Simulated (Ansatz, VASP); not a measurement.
# One calculation of TlSnH3, two programs

The input INCAR:

```
PREC = Accurate ; ENCUT = 520
EDIFF = 1E-6 ; ISMEAR = 0
SIGMA = 0.1 ; LREAL = F
LASPH = T ; NELM = 100
ALGO = Normal ; ISIF = 2
LWAVE = F ; LCHARG = F
GGA = PE ; NBANDS = 41
```

KPOINTS

```
Automatic mesh
0
Gamma
  4 4 4
```

Contents of POSCAR:

```
TlSnH3
1.0
    0.0000000000      4.3115088400      4.3115088400
    4.3115088400      0.0000000000      4.3115088400
    4.3115088400      4.3115088400      0.0000000000
Tl Sn H
2 2 6
Direct
    0.0000000000      0.0000000000      0.0000000000
    0.2500000000      0.2500000000      0.2500000000
    0.7500000000      0.7500000000      0.7500000000
    0.5000000000      0.5000000000      0.5000000000
    0.5036381800      0.9963618200      0.9963618200
    0.9963618200      0.5036381800      0.5036381800
    0.9963618200      0.5036381800      0.9963618200
    0.5036381800      0.9963618200      0.5036381800
    0.9963618200      0.9963618200      0.5036381800
    0.5036381800      0.5036381800      0.9963618200
```

Input for Ansatz:

```yaml
crystal:
  lattice:
    - [0.0, 4.31150884, 4.31150884]
    - [4.31150884, 0.0, 4.31150884]
    - [4.31150884, 4.31150884, 0.0]
  atoms:
    - { symbol: Tl, position: [0.0, 0.0, 0.0] }
    - { symbol: Tl, position: [0.25, 0.25, 0.25] }
    - { symbol: Sn, position: [0.75, 0.75, 0.75] }
    - { symbol: Sn, position: [0.5, 0.5, 0.5] }
    - { symbol: H, position: [0.50363818, 0.99636182, 0.99636182] }
    - { symbol: H, position: [0.99636182, 0.50363818, 0.50363818] }
    - { symbol: H, position: [0.99636182, 0.50363818, 0.99636182] }
    - { symbol: H, position: [0.50363818, 0.99636182, 0.50363818] }
    - { symbol: H, position: [0.99636182, 0.99636182, 0.50363818] }
    - { symbol: H, position: [0.50363818, 0.50363818, 0.99636182] }
basis:
  ecutwfc: 420
kpoints:
  mp_grid: { grid: [4, 4, 4] }
hamiltonian:
  xc: pbe
scf:
  occupations: { method: gaussian, width: 0.1 }
  lower_state_search: "off"
output:
  forces: true
  stress: true
  eigenvalues: true
```

Alike in both runs: task single point; functional PBE; k mesh 4 × 4 × 4; occupations gaussian, width 0.1 eV; no spin polarisation.

|  | VASP | Ansatz |
| --- | --- | --- |
| version | VASP 6.6.1 | Ansatz 0.2.0 |
| potentials or method | VASP PAW PBE potentials, release 64 (Tl_d, Sn_d, H), cutoff 520 eV | scalar-relativistic, plane waves, PAW |
| valence electrons in the cell | 60 | 60 |

Ansatz gave:

| Property | Result |
| --- | --- |
| gap on the k mesh at the Fermi level (eV) | none |
| pressure (GPa) | -1.4 |
| rms of the force components (eV/Å) | 0.178 |

**Question.** What did VASP give for the same quantities?

**Answer.** gap on the k mesh at the Fermi level (eV): none; pressure (GPa): -1.5; rms of the force components (eV/Å): 0.179.

Atom by atom the forces differ by 0.001 eV/Å (rms over components). A gap of «none» marks a metal or a gap that the smearing closes. With one functional, cell and mesh, what is left measures potentials, basis and numerics.

Neither program's run includes spin-orbit coupling.
